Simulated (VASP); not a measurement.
# Zn2SnN3 (R-3m) in VASP: a series of runs, part 2 of 2

VASP 6.6.1. The steps go on from the part before.

### 3 Single point, PBE

INCAR

```
PREC = Accurate
ENCUT = 910
EDIFF = 1E-6
ISMEAR = 0
SIGMA = 0.1
LREAL = False
LASPH = True
NELM = 120
ALGO = Normal
ISIF = 2
LWAVE = False
LCHARG = False
GGA = PE
NBANDS = 36
GGA_COMPAT = False
```

KPOINTS

```
Automatic mesh
0
Gamma
  6 6 6
```

POSCAR

```
Zn2SnN3
1.0
    3.6137732565      2.0864129624      3.5654385147
   -3.6137732565      2.0864129624      3.5654385147
    0.0000000000     -4.1728259248      3.5654385147
Zn Sn N
2 1 3
Direct
    0.3372241587      0.3372241587      0.3372241587
    0.6627758413      0.6627758413      0.6627758413
    0.0000000000      0.0000000000      0.0000000000
    0.8273926922      0.8273926922      0.8273926922
    0.1726073078      0.1726073078      0.1726073078
    0.5000000000      0.5000000000      0.5000000000
```

Potentials or basis: VASP PAW PBE potentials, release 64 (Zn, Sn_d, N_h).

Launch:

```sh
$ cat potpaw_PBE.64/Zn/POTCAR potpaw_PBE.64/Sn_d/POTCAR potpaw_PBE.64/N_h/POTCAR > POTCAR
$ mpirun -np 1 vasp_std > vasp.out
```

OUTCAR:

```text
PREC = Accurate
   ENCUT = 910
   EDIFF = 1E-6
   ISMEAR = 0
   LREAL = False
   LASPH = True
   NELM = 120
   ISIF = 2
   GGA = PE

 ion  position               nearest neighbor table
   1  0.337  0.337  0.337-   6 1.74   5 1.76
   2  0.663  0.663  0.663-   6 1.74   4 1.76
   3  0.000  0.000  0.000-   4 1.85   5 1.85
   4  0.827  0.827  0.827-   2 1.76   3 1.85
   5  0.173  0.173  0.173-   1 1.76   3 1.85
   6  0.500  0.500  0.500-   1 1.74   2 1.74

  LATTYP: Found a trigonal (rhomboedric) cell.
 ALAT       =     5.4886089313
 COS(alpha) =     0.1329837867

  Lattice vectors:

 A1 = (   3.6137732565,   2.0864129624,   3.5654385147)
 A2 = (  -3.6137732565,   2.0864129624,   3.5654385147)
 A3 = (   0.0000000000,  -4.1728259248,   3.5654385147)

Analysis of symmetry for initial positions (statically):
=====================================================================
 Subroutine PRICEL returns:
 Original cell was already a primitive cell.

[... 178 lines left out ...]

 val. band max:       -0.3450058929   @ k =   0.3333   0.0000   0.0000
 cond. band min:      -0.3188839813   @ k =   0.5000   0.5000   0.1667
 fundamental gap:      0.0261219117
 Fermi energy:        -0.3302253881

 k-point     1 :       0.0000    0.0000    0.0000
  band No.  band energies     occupation
      1     -22.6470      2.00000
      2     -22.1840      2.00000
      3     -22.1840      2.00000
      4     -21.9136      2.00000
      5     -21.9136      2.00000
      6     -14.2565      2.00000
[... 925 lines left out ...]
     35       6.2959      0.00000
     36       6.9606      0.00000

 [... further k-points ...]

------------------------ aborting loop because EDIFF is reached ----------------------------------------

  FORCE on cell =-STRESS in cart. coord.  units (eV):
  Direction    XX          YY          ZZ          XY          YZ          ZX
  --------------------------------------------------------------------------------------
  -------------------------------------------------------------------------------------
  Total       -0.0916425     -0.0916425      0.4989555      0.0000000     -0.0000000      0.0000000
  in kB       -0.9102947     -0.9102947      4.9561794      0.0000000     -0.0000000      0.0000000
  external PRESSURE =       1.0451967 kB  Pullay stress =       0.0000000 kB

 VOLUME and BASIS-vectors are now :
 -----------------------------------------------------------------------------
  energy-cutoff  :      910.00
  volume of cell :      161.30
      direct lattice vectors                 reciprocal lattice vectors
     3.613773257  2.086412962  3.565438515     0.138359538  0.079881917  0.093490136
    -3.613773257  2.086412962  3.565438515    -0.138359538  0.079881917  0.093490136
     0.000000000 -4.172825925  3.565438515     0.000000000 -0.159763834  0.093490136

 POSITION                                       TOTAL-FORCE (eV/Angst)
 -----------------------------------------------------------------------------------
      0.00000      0.00000      3.60706         0.000000      0.000000      0.000289
      0.00000      0.00000      7.08926         0.000000      0.000000     -0.000289
      0.00000      0.00000      0.00000        -0.000000      0.000000     -0.000000
      0.00000      0.00000      8.85005         0.000000     -0.000000      0.287387
      0.00000      0.00000      1.84626         0.000000     -0.000000     -0.287387
      0.00000      0.00000      5.34816        -0.000000      0.000000     -0.000000
 -----------------------------------------------------------------------------------
    total drift:                               -0.000000      0.000000     -0.000000

  FREE ENERGIE OF THE ION-ELECTRON SYSTEM (eV)
  ---------------------------------------------------
  free  energy   TOTEN  =       -22.8942448254 eV

  energy  without entropy=      -22.8648657230  energy(sigma->0) =      -22.87955527
```

OSZICAR:

```text
N       E                     dE             d eps       ncg     rms          rms(c)
DAV:   1     0.582935498762E+03    0.58294E+03   -0.32734E+04  2316   0.242E+03
DAV:   2     0.969573927767E+02   -0.48598E+03   -0.46803E+03  2332   0.576E+02
DAV:   3    -0.213232608239E+02   -0.11828E+03   -0.11416E+03  3212   0.209E+02
DAV:   4    -0.317450011991E+02   -0.10422E+02   -0.10203E+02  2668   0.616E+01
DAV:   5    -0.321120725487E+02   -0.36707E+00   -0.36497E+00  3000   0.120E+01    0.219E+01
DAV:   6    -0.230450920577E+02    0.90670E+01   -0.32670E+01  3896   0.109E+02    0.103E+01
DAV:   7    -0.230037532574E+02    0.41339E-01   -0.77177E+00  2880   0.259E+01    0.583E+00
DAV:   8    -0.229820160943E+02    0.21737E-01   -0.18894E+00  3200   0.700E+00    0.392E+00
DAV:   9    -0.229102363097E+02    0.71780E-01   -0.49425E-01  2924   0.423E+00    0.106E+00
DAV:  10    -0.228914827860E+02    0.18754E-01   -0.96158E-02  2988   0.204E+00    0.400E-01
DAV:  11    -0.228925399253E+02   -0.10571E-02   -0.15577E-02  2916   0.726E-01    0.170E-01
DAV:  12    -0.228942473178E+02   -0.17074E-02   -0.29152E-03  2616   0.392E-01    0.638E-02
DAV:  13    -0.228942408106E+02    0.65072E-05   -0.58193E-04  2804   0.231E-01    0.394E-02
DAV:  14    -0.228942394761E+02    0.13345E-05   -0.56513E-05  3116   0.465E-02    0.336E-02
DAV:  15    -0.228942418152E+02   -0.23391E-05   -0.49567E-05  2976   0.533E-02    0.918E-03
DAV:  16    -0.228942444896E+02   -0.26744E-05   -0.85616E-06  2700   0.182E-02    0.415E-03
DAV:  17    -0.228942448254E+02   -0.33582E-06   -0.65572E-07  1744   0.891E-03
   1 F= -.22894245E+02 E0= -.22879555E+02  d E =-.293791E-01
```

It took 4.1 min on 1 thread of Intel Xeon 6975P-C (Granite Rapids), shared host; peak memory 0.67 GiB.

Results:

- Free energy: -22.8942 eV
- Pressure: 0.1 GPa
- Largest force: 0.287 eV/Å
- Band gap on the k mesh: zero (an odd number of electrons rules out a gap without spin polarisation)

Forces on the atoms (eV/Å):
```
Zn   0.000  0.000  0.000
Zn   0.000  0.000  0.000
Sn   0.000  0.000  0.000
N    0.000  0.000  0.287
N    0.000  0.000 -0.287
N    0.000  0.000  0.000
```

Levels at points of the mesh, in eV from the Fermi level:
| k point | band 24 | band 25 | band 26 | band 27 | band 28 | band 29 | band 30 | band 31 |
| --- | --- | --- | --- | --- | --- | --- | --- | --- |
| (0.00, 0.00, 0.00) | -1.12 | -1.12 | -0.49 | -0.49 | -0.05 | 2.62 | 2.62 | 4.40 |
| (0.50, 0.00, 0.00) | -1.47 | -1.12 | -0.24 | 0.10 | 1.46 | 1.70 | 2.69 | 4.58 |
| (0.50, 0.50, 0.00) | -1.05 | -0.68 | -0.45 | -0.12 | 1.41 | 2.69 | 3.40 | 3.83 |
| (0.50, 0.50, 0.50) | -1.53 | -1.53 | 0.23 | 0.23 | 2.20 | 3.33 | 3.33 | 5.13 |

Caveat: the cutoff is under 1.25 times the usual one of these potentials, so pressure, stress and relaxed cells hold a basis-set (Pulay) error; spin-orbit coupling is left out, which moves the levels of the heavy elements.
